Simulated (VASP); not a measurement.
Wanted: the native input for a VASP 6.6.1 run.

- Task: single point
- Functional: LDA
- Potentials or basis: VASP PAW LDA potentials, release 64 (Mn_pv, Zn)
- Cutoff: 520 eV
- k mesh: 3 × 3 × 3
- Occupations: methfessel-paxton, width 0.0797 eV
- Spin: collinear spin, ferromagnetic start
- Starting moments: [2.8, 0.0] μB
- Dipole correction: no
- Further INCAR settings: ALGO = Normal; EDIFF = 1e-06; NBANDS = 24

The structure of MnZn lies in POSCAR:

```
MnZn
1.0
    3.0700000000      0.0000000000      0.0000000000
    0.0000000000      3.0700000000      0.0000000000
    0.0000000000      0.0000000000      3.0700000000
Mn Zn
1 1
Direct
    0.0000000000      0.0000000000      0.0000000000
    0.5000000000      0.5000000000      0.5000000000
```

These files were run (other wordings do the same):

INCAR

```
ALGO     = Normal         # electronic algorithm
EDIFF    = 1E-6           # SCF threshold, eV
ENCUT    = 520            # plane-wave cutoff, eV
GGA      = CA             # functional
ISIF     = 2              # what is computed and relaxed
ISMEAR   = 1              # smearing method
ISPIN    = 2              # spin polarisation
LASPH    = True           # aspherical terms in the spheres
LCHARG   = True           # write CHGCAR
LELF     = True           # ELF
LMAXMIX  = 4              # l up to which the mixer works
LORBIT   = 11             # projections on sites
LREAL    = False          # projectors in reciprocal space
LVHAR    = True         
LWAVE    = False          # write WAVECAR
MAGMOM   = 2.8 0          # initial moments
NBANDS   = 24             # bands
NELM     = 150            # most SCF steps
PREC     = Accurate       # precision mode
SIGMA    = 0.0797         # smearing width, eV
```

KPOINTS

```
k-points
0
Gamma
  3 3 3
```

Potentials or basis: VASP PAW LDA potentials, release 64 (Mn_pv, Zn).

Command:

```bash
$ cat potpaw_LDA.64/Mn_pv/POTCAR potpaw_LDA.64/Zn/POTCAR > POTCAR
$ mpirun -np 1 vasp_std > vasp.out
```

Results of the run:

| Item | Value |
| --- | --- |
| Pressure | -17.5 GPa |
| Band gap on the k mesh | 0.62 eV, indirect (least direct gap 0.95 eV) |
| Net moment | 3.00 μB per cell |
| Site moments | Mn +3.05; Zn -0.09 μB |
| Valence electrons inside the program's atomic spheres | Mn 11.55; Zn 10.85 |

Caveat: the k points lie up to 0.68 Å⁻¹ apart.

Wall time 6.4 s on 1 thread of Intel(R) Xeon(R) Platinum 8488C (Sapphire Rapids), on a shared host, peak memory 0.13 GiB.
